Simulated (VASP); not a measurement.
# YSn3Pd (P1) in VASP: further runs

YSn3Pd is run at these levels: PBE; tasks: single point.

All numbers are computed with VASP 6.6.1; they aren't measurements. Logs are shortened: lines on timing, memory, paths and dates and some standing lists are left out, and cuts for length are marked.

## (1) The cell of the first run

The typed cell holds 5 atoms: a = 4.702 Å, b = 4.730 Å, c = 6.496 Å, α = 68.20°, β = 69.16°, γ = 89.43°.

## (2) Single point, PBE, collinear spin, zero start

File INCAR:

```
SYSTEM = YSn3Pd
PREC     = Accurate       ! precision mode
ENCUT    = 520            ! plane-wave cutoff, eV
EDIFF    = 1E-7           ! SCF threshold, eV
ISMEAR   = -1             ! smearing method
SIGMA    = 0.1            ! smearing width, eV
LREAL    = .FALSE.        ! projectors in reciprocal space
LASPH    = .TRUE.         ! aspherical terms in the spheres
NELM     = 150            ! most SCF steps
ALGO     = Normal         ! electronic algorithm
ISIF     = 2              ! what is computed and relaxed
LWAVE    = .FALSE.        ! write WAVECAR
LCHARG   = .FALSE.        ! write CHGCAR
ISPIN    = 2              ! spin polarisation
MAGMOM   = 0 0 0 0 0      ! initial moments
LORBIT   = 11             ! projections on sites
LMAXMIX  = 4              ! l up to which the mixer works
GGA      = PE             ! functional
NBANDS   = 44             ! bands
```

File KPOINTS:

```
Automatic mesh
0
Gamma
  4 4 3
  0 0.5 0
```

File POSCAR:

```
YSn3Pd
1.0
    0.0234310000      4.7021280000      0.0270670000
    4.7302930000      0.0234310000     -0.0103690000
    2.3890170000      2.3310510000     -5.5730440000
Y Pd Sn
1 1 3
Direct
    0.9922530000      0.9765450000      0.0030470000
    0.6293130000      0.6524870000      0.7320650000
    0.7282690000      0.2200970000      0.5061180000
    0.2481760000      0.7104960000      0.5134180000
    0.4248280000      0.3992670000      0.1725510000
```

Potentials or basis: VASP PAW PBE potentials, release 64 (Y_sv, Pd, Sn_d).

The run is started by

```bash
$ cat potpaw_PBE.64/Y_sv/POTCAR potpaw_PBE.64/Pd/POTCAR potpaw_PBE.64/Sn_d/POTCAR > POTCAR
$ mpirun -np 1 vasp_std > vasp.out
```

OUTCAR:

```text
SYSTEM = YSn3Pd
   PREC = Accurate
   ENCUT = 520
   EDIFF = 1E-7
   ISMEAR = -1
   LREAL = .FALSE.
   LASPH = .TRUE.
   NELM = 150
   ISIF = 2
   ISPIN = 2
   LORBIT = 11
   GGA = PE

 ion  position               nearest neighbor table
   1  0.992  0.977  0.003-   5 3.41   5 3.43   5 3.47   2 3.54   2 3.55   5 3.56   4 3.57   3 3.62
                             3 3.65   4 3.66   3 3.66   3 3.68   4 3.68   4 3.71   2 3.75   2 3.81
   2  0.629  0.652  0.732-   5 2.46   3 2.49   4 2.61   4 2.71   3 2.88   1 3.54   1 3.55   1 3.75
                             1 3.81
   3  0.728  0.220  0.506-   2 2.49   5 2.87   2 2.88   5 3.13   4 3.22   4 3.29   4 3.41   4 3.42
                             1 3.62   1 3.65   1 3.66   1 3.68
   4  0.248  0.710  0.513-   2 2.61   2 2.71   5 2.97   5 3.10   3 3.22   3 3.29   3 3.41   3 3.42
                             1 3.57   1 3.66   1 3.68   1 3.71
   5  0.425  0.399  0.173-   2 2.46   3 2.87   4 2.97   4 3.10   3 3.13   1 3.41   1 3.43   1 3.47
                             1 3.56

  LATTYP: Found a triclinic cell.
 ALAT       =     4.7022642804
 B/A-ratio  =     1.4254655366
 C/A-ratio  =     1.3876883800
 COS(alpha) =     0.0012079085
 COS(beta)  =     0.3664910666
 COS(gamma) =     0.7085283197

  Lattice vectors:

 A1 = (  -0.0234310000,  -4.7021280000,  -0.0270670000)
 A2 = (  -4.7537240000,  -4.7255590000,  -0.0166980000)
 A3 = (   2.3655860000,  -2.3710770000,  -5.6001110000)

Analysis of symmetry for initial positions (statically):
=====================================================================
 Subroutine PRICEL returns:
 Original cell was already a primitive cell.

 Routine SETGRP: Setting up the symmetry group for a
 triclinic supercell.

 Subroutine GETGRP returns: Found  1 space group operations
 (whereof  1 operations were pure point group operations)
 out of a pool of  2 trial point group operations.

The static configuration has the point symmetry C_1 .

Analysis of symmetry for dynamics (positions and initial velocities):
=====================================================================
 Subroutine PRICEL returns:
 Original cell was already a primitive cell.

 Routine SETGRP: Setting up the symmetry group for a
 triclinic supercell.

 Subroutine GETGRP returns: Found  1 space group operations
 (whereof  1 operations were pure point group operations)
 out of a pool of  2 trial point group operations.

The dynamic configuration has the point symmetry C_1 .

Analysis of structural, dynamic, and magnetic symmetry:
=====================================================================
 Subroutine PRICEL returns:
 Original cell was already a primitive cell.

 Routine SETGRP: Setting up the symmetry group for a
 triclinic supercell.

 Subroutine GETGRP returns: Found  1 space group operations
 (whereof  1 operations were pure point group operations)
 out of a pool of  2 trial point group operations.

The overall configuration has the point symmetry C_1 .

 Subroutine INISYM returns: Found  1 space group operations
 (whereof  1 operations are pure point group operations),
 and found     1 'primitive' translations

----------------------------------------------------------------------------------------

                                     Primitive cell

  volume of cell :     124.1361

  direct lattice vectors                    reciprocal lattice vectors
     0.023431000  4.702128000  0.027067000    -0.000857215  0.212165221  0.088375410
     4.730293000  0.023431000 -0.010369000     0.211608586 -0.001572835  0.090053147
     2.389017000  2.331051000 -5.573044000    -0.000397874  0.001033364 -0.179173483

  length of vectors
     4.702264280  4.730362396  6.496154279     0.229836962  0.229978775  0.179176905

  position of ions in fractional coordinates (direct lattice)
     0.992253000  0.976545000  0.003047000
     0.629313000  0.652487000  0.732065000
     0.728269000  0.220097000  0.506118000
     0.248176000  0.710496000  0.513418000
     0.424828000  0.399267000  0.172551000

  ion indices of the primitive-cell ions
   primitive index   ion index
                 1           1
                 2           2
                 3           3
                 4           4
                 5           5

----------------------------------------------------------------------------------------

 KPOINTS: Automatic mesh

Automatic generation of k-mesh.
 Grid dimensions read from file:
 generate k-points for:    4    4    3

 Generating k-lattice:

  Cartesian coordinates                     Fractional coordinates (reciprocal lattice)
    -0.000214304  0.053041305  0.022093853     0.250000000  0.000000000  0.000000000
     0.052902147 -0.000393209  0.022513287     0.000000000  0.250000000 -0.000000000
    -0.000132625  0.000344455 -0.059724494    -0.000000000  0.000000000  0.333333333

  Length of vectors
     0.057459241  0.057494694  0.059725635

  Shift w.r.t. Gamma in fractional coordinates (k-lattice)
     0.000000000  0.500000000  0.000000000

 Subroutine IBZKPT returns following result:
 ===========================================

 Found     24 irreducible k-points:

 Following reciprocal coordinates:
            Coordinates               Weight
  0.000000  0.125000  0.000000      2.000000
  0.250000  0.125000  0.000000      2.000000
  0.500000  0.125000  0.000000      2.000000
 -0.250000  0.125000  0.000000      2.000000
  0.000000  0.375000  0.000000      2.000000
  0.250000  0.375000  0.000000      2.000000
[... 16 lines left out ...]
  0.500000 -0.125000  0.333333      2.000000
 -0.250000 -0.125000  0.333333      2.000000
   k-points           NKPTS =     24   k-points in BZ     NKDIM =     24   number of bands    NBANDS=     44
   number of dos      NEDOS =    301   number of ions     NIONS =      5
   total plane-waves  NPLWV =  62208
   dimension x,y,z NGX =    36 NGY =   36 NGZ =   48
   dimension x,y,z NGXF=    72 NGYF=   72 NGZF=   96
   ions per type =               1   1   3
   NGX,Y,Z   is equivalent  to a cutoff of  12.73, 12.65, 12.28 a.u.
   NGXF,Y,Z  is equivalent  to a cutoff of  25.46, 25.30, 24.57 a.u.
 SYSTEM =  YSn3Pd
   PREC   = accura    normal or accurate (medium, high low for compatibility)
   ISTART =      0    job   : 0-new  1-cont  2-samecut
   ICHARG =      2    charge: 1-file 2-atom 10-const
   ISPIN  =      2    spin polarized calculation?
   LNONCOLLINEAR =      F non collinear calculations
   LSORBIT =      F    spin-orbit coupling
   LASPH  =      T    aspherical Exc in radial PAW
   ENCUT  =  520.0 eV  38.22 Ry    6.18 a.u.   8.74  8.80 12.08*2*pi/ulx,y,z
   NELM   =    150;   NELMIN=  2; NELMDL= -5     # of ELM steps
   EDIFF  = 0.1E-06   stopping-criterion for ELM
   LREAL  =      F    real-space projection
   EDIFFG = 0.1E-05   stopping-criterion for IOM
   NSW    =      0    number of steps for IOM
   IBRION =     -1    ionic relax: 0-MD 1-quasi-New 2-CG
   NFREE  =      0    steps in history (QN), initial steepest desc. (CG)
   ISIF   =      2    stress and relaxation
   ISYM   =      2    0-nonsym 1-usesym 2-fastsym
   POTIM  = 0.5000    time-step for ionic-motion
   TEBEG  =    0.0;   TEEND  =   0.0 temperature during run
   PSTRESS=    0.0 pullay stress
   NELECT =      63.0000    total number of electrons
   NUPDOWN=      -1.0000    fix difference up-down
   EMIN   =  10.00;   EMAX   =-10.00  energy-range for DOS
   EFERMI =   0.00;   METHOD = LEGACY
   ISMEAR =    -1;   SIGMA  =   0.10  broadening in eV -4-tet -1-fermi 0-gaus
   EFERMI_NEDOS =   21; number of points for ismear=-14 and -15
   IALGO  =     38    algorithm
   IMIX   =      4    mixing-type and parameters
     AMIX     =   0.40;   BMIX     =  1.00
     AMIX_MAG =   1.60;   BMIX_MAG =  1.00
  volume/ion in A,a.u.               =      24.83       167.54
  Fermi-wavevector in a.u.,A,eV,Ry     =   1.305837  2.467674 23.200798  1.705211
  Thomas-Fermi vector in A             =   2.436679
   LORBIT       =     11    0 simple, 1 ext, 2 COOP (PROOUT), +10 PAW based schemes
   GGA     = PE    functional components
   LHFCALC =     F    Hartree Fock is set to
   AEXX    =    0.0000 exact exchange contribution
   IVDW    =     0    specifies the selected vdW correction
   LEPSILON=     F    determine dielectric tensor
   LRPA    =     F    only Hartree local field effects (RPA)
 spin polarized calculation
  energy-cutoff  :      520.00
  volume of cell :      124.14
 maximum number of plane-waves:      3359
 NGX is ok and might be reduce to    36
   NGX = 17   NGY = 17   NGZ = 25

 number of electron      63.0000001 magnetization      -0.0000017

 number of electron      63.0000001 magnetization       0.0000052

 Free energy of the ion-electron system (eV)
  ---------------------------------------------------
  ext. energy  EPLUGINS =         0.00000000
  ---------------------------------------------------
  free energy    TOTEN  =       -24.88813647 eV

  energy without entropy =      -24.80698923  energy(sigma->0) =      -24.84756285

 E-fermi :   7.9259     XC(G=0): -10.5581

 val. band max:        7.9204252224   @ k =   0.2500   0.3750   0.3333
 cond. band min:       7.9505628885   @ k =   0.5000  -0.1250   0.3333
 fundamental gap:      0.0301376661
 Fermi energy:         7.9258562723

 spin component 1

 k-point     1 :       0.0000    0.1250    0.0000
  band No.  band energies     occupation
      1     -36.2588      1.00000
      2     -16.2065      1.00000
      3     -16.1826      1.00000
      4     -16.1684      1.00000
      5     -13.8954      1.00000
      6     -13.8885      1.00000
[... 35 lines left out ...]
     42      12.3252      0.00000
     43      14.7131      0.00000
[... 1016 lines left out ...]
      2     -16.2065      1.00000
      3     -16.1834      1.00000
      4     -16.1756      1.00000
      5     -13.8930      1.00000
      6     -13.8690      1.00000
[... 35 lines left out ...]
     42      12.5901      0.00000
     43      13.1438      0.00000
 Fermi energy:         7.9258562723

 spin component 2

 k-point     1 :       0.0000    0.1250    0.0000
  band No.  band energies     occupation
      1     -36.2588      1.00000
      2     -16.2065      1.00000
      3     -16.1826      1.00000
      4     -16.1684      1.00000
      5     -13.8954      1.00000
      6     -13.8885      1.00000
[... 35 lines left out ...]
     42      12.3252      0.00000
     43      14.7131      0.00000
[... 1016 lines left out ...]
      2     -16.2065      1.00000
      3     -16.1834      1.00000
      4     -16.1756      1.00000
      5     -13.8930      1.00000
      6     -13.8690      1.00000
[... 35 lines left out ...]
     42      12.5901      0.00000
     43      13.1438      0.00000
 [bands above 43 left out]

------------------------ aborting loop because EDIFF is reached ----------------------------------------

  FORCE on cell =-STRESS in cart. coord.  units (eV):
  Direction    XX          YY          ZZ          XY          YZ          ZX
  --------------------------------------------------------------------------------------
  -------------------------------------------------------------------------------------
  Total        3.5361367      0.6510251      3.4988820      0.0403205     -1.4768145      1.8187236
  in kB       45.6395747      8.4025341     45.1587435      0.5204015    -19.0606842     23.4735753
  external PRESSURE =      33.0669508 kB  Pullay stress =       0.0000000 kB

 VOLUME and BASIS-vectors are now :
 -----------------------------------------------------------------------------
  energy-cutoff  :      520.00
  volume of cell :      124.14
      direct lattice vectors                 reciprocal lattice vectors
     0.023431000  4.702128000  0.027067000    -0.000857215  0.212165221  0.088375410
     4.730293000  0.023431000 -0.010369000     0.211608586 -0.001572835  0.090053147
     2.389017000  2.331051000 -5.573044000    -0.000397874  0.001033364 -0.179173483

 POSITION                                       TOTAL-FORCE (eV/Angst)
 -----------------------------------------------------------------------------------
      4.64987      4.69568     -0.00025        -0.032461      0.085978     -0.224468
      4.85012      4.68088     -4.06956        -1.242064      0.459625      0.379659
      2.26731      4.60936     -2.80319         1.472099      0.554742      0.204182
      4.59323      2.38041     -2.86195         0.025925     -0.599580      0.272825
      2.31083      2.40918     -0.95428        -0.223499     -0.500764     -0.632198
 -----------------------------------------------------------------------------------
    total drift:                               -0.000725     -0.000237      0.000886

  FREE ENERGIE OF THE ION-ELECTRON SYSTEM (eV)
  ---------------------------------------------------
  free  energy   TOTEN  =       -24.8881364660 eV

  energy  without entropy=      -24.8069892297  energy(sigma->0) =      -24.84756285

 total charge

# of ion       s       p       d       f       tot
--------------------------------------------------
    1        2.146   6.126   0.837   0.016   9.126
    2        0.508   0.567   8.634   0.000   9.709
    3        1.209   1.110  10.020   0.000  12.338
    4        1.209   1.095  10.011   0.000  12.315
    5        1.171   1.230  10.013   0.000  12.414
--------------------------------------------------
tot          6.243  10.128  39.515   0.016  55.903

 magnetization (x)

# of ion       s       p       d       f       tot
--------------------------------------------------
    1       -0.000  -0.000   0.000  -0.000   0.000
    2        0.000  -0.000  -0.000   0.000  -0.000
    3       -0.000   0.000  -0.000   0.000  -0.000
    4       -0.000   0.000  -0.000   0.000  -0.000
    5        0.000  -0.000  -0.000   0.000   0.000
--------------------------------------------------
tot         -0.000  -0.000   0.000  -0.000  -0.000
```

It took 2.9 min on 1 thread of Intel Xeon 6975P-C (Granite Rapids), shared host; peak memory 0.42 GiB.

Results:

| Item | Value |
| --- | --- |
| Free energy | -24.8881 eV |
| Pressure | 3.3 GPa |
| Largest force | 1.586 eV/Å |
| Net moment | 0.00 μB per cell |
| Valence electrons inside the program's atomic spheres | Y 9.13; Pd 9.71; Sn 12.34, 12.31, 12.41 |

Forces on the atoms (eV/Å):
```
Y   -0.032  0.086 -0.224
Pd  -1.242  0.460  0.380
Sn   1.472  0.555  0.204
Sn   0.026 -0.600  0.273
Sn  -0.223 -0.501 -0.632
```

Caveat: the k points lie up to 0.38 Å⁻¹ apart; spin-orbit coupling is left out, which moves the levels of the heavy elements; forces of over 1 eV/Å act on the atoms, so gaps and moduli don't describe the material at rest.

## (3) Single point, PBE, collinear spin, zero start

File INCAR:

```
SYSTEM = YSn3Pd
ALGO = Normal
EDIFF = 1E-6
ENCUT = 520
GGA = PE
ISIF = 2
ISMEAR = -1
ISPIN = 2
LASPH = .True.
LCHARG = .False.
LMAXMIX = 4
LORBIT = 11
LREAL = .False.
LWAVE = .False.
MAGMOM = 0 0 0 0 0
NBANDS = 44
NELM = 150
PREC = Accurate
SIGMA = 0.1
```

File KPOINTS:

```
Automatic mesh
0
Gamma
  4 4 3
  0.5 0.5 0.5
```

POSCAR is that of step 2.

Potentials or basis: VASP PAW PBE potentials, release 64 (Y_sv, Pd, Sn_d).

The run is started by

```bash
$ cat potpaw_PBE.64/Y_sv/POTCAR potpaw_PBE.64/Pd/POTCAR potpaw_PBE.64/Sn_d/POTCAR > POTCAR
$ mpirun -np 1 vasp_std > vasp.out
```

OUTCAR:

```text
SYSTEM = YSn3Pd
   EDIFF = 1E-6
   ENCUT = 520
   GGA = PE
   ISIF = 2
   ISMEAR = -1
   ISPIN = 2
   LASPH = .True.
   LORBIT = 11
   LREAL = .False.
   NELM = 150
   PREC = Accurate

 ion  position               nearest neighbor table
   1  0.992  0.977  0.003-   5 3.41   5 3.43   5 3.47   2 3.54   2 3.55   5 3.56   4 3.57   3 3.62
                             3 3.65   4 3.66   3 3.66   3 3.68   4 3.68   4 3.71   2 3.75   2 3.81
   2  0.629  0.652  0.732-   5 2.46   3 2.49   4 2.61   4 2.71   3 2.88   1 3.54   1 3.55   1 3.75
                             1 3.81
   3  0.728  0.220  0.506-   2 2.49   5 2.87   2 2.88   5 3.13   4 3.22   4 3.29   4 3.41   4 3.42
                             1 3.62   1 3.65   1 3.66   1 3.68
   4  0.248  0.710  0.513-   2 2.61   2 2.71   5 2.97   5 3.10   3 3.22   3 3.29   3 3.41   3 3.42
[... 2455 lines left out ...]
      4.85012      4.68088     -4.06956        -1.232043      0.459725      0.385122
      2.26731      4.60936     -2.80319         1.409897      0.621734      0.297254
      4.59323      2.38041     -2.86195         0.063771     -0.681334      0.206127
      2.31083      2.40918     -0.95428        -0.213359     -0.480599     -0.662627
 -----------------------------------------------------------------------------------
    total drift:                               -0.000601     -0.000208      0.000689

  FREE ENERGIE OF THE ION-ELECTRON SYSTEM (eV)
  ---------------------------------------------------
  free  energy   TOTEN  =       -24.7771676407 eV

  energy  without entropy=      -24.6784845861  energy(sigma->0) =      -24.72782611

 total charge

# of ion       s       p       d       f       tot
--------------------------------------------------
    1        2.137   6.126   0.850   0.016   9.129
    2        0.507   0.569   8.631   0.000   9.708
    3        1.208   1.116  10.018   0.000  12.343
    4        1.210   1.094  10.012   0.000  12.316
    5        1.167   1.237  10.011   0.000  12.415
--------------------------------------------------
tot          6.229  10.142  39.523   0.016  55.911

 magnetization (x)

# of ion       s       p       d       f       tot
--------------------------------------------------
    1       -0.000  -0.000   0.000   0.000   0.000
    2        0.000  -0.000  -0.000   0.000  -0.000
    3       -0.000   0.000  -0.000   0.000  -0.000
    4       -0.000  -0.000   0.000   0.000  -0.000
    5       -0.000  -0.000  -0.000   0.000  -0.000
--------------------------------------------------
tot         -0.000  -0.000   0.000   0.000  -0.000
```

stdout:

```text
POSCAR found type information on POSCAR Y PdSn
 POSCAR found :  3 types and       5 ions
 scaLAPACK will be used
 LDA part: xc-table for (Slater+PW92), standard interpolation
 POSCAR, INCAR and KPOINTS ok, starting setup
 FFT: planning ... GRIDC
 FFT: planning ... GRID_SOFT
 FFT: planning ... GRID
 WAVECAR not read
 entering main loop
```

It took 2.3 min on 1 thread of Intel Xeon 6975P-C (Granite Rapids), shared host; peak memory 0.42 GiB.

What came out:

| Quantity | Value |
| --- | --- |
| Free energy | -24.7772 eV |
| Pressure | 3.3 GPa |
| Largest force | 1.569 eV/Å |
| Net moment | 0.00 μB per cell |
| Valence electrons inside the program's atomic spheres | Y 9.13; Pd 9.71; Sn 12.34, 12.32, 12.41 |

Forces in eV/Å, atoms in the order of the input:
```
Y   -0.028  0.080 -0.226
Pd  -1.232  0.460  0.385
Sn   1.410  0.622  0.297
Sn   0.064 -0.681  0.206
Sn  -0.213 -0.481 -0.663
```

Levels at points of the mesh, in eV from the Fermi level:
Spin up:
```
           k point  band 30  band 31  band 32  band 33  band 34  band 35
(0.12, 0.12, 0.17)    -1.51    -1.19    -0.88     0.80     1.04     1.39
```
Spin down:
```
           k point  band 29  band 30  band 31  band 32  band 33  band 34  band 35  band 36
(0.12, 0.12, 0.17)    -2.13    -1.51    -1.19    -0.88     0.80     1.04     1.39     1.88
```

Caveat: the k points lie up to 0.38 Å⁻¹ apart; spin-orbit coupling is left out, which moves the levels of the heavy elements; forces of over 1 eV/Å act on the atoms, so gaps and moduli don't describe the material at rest.
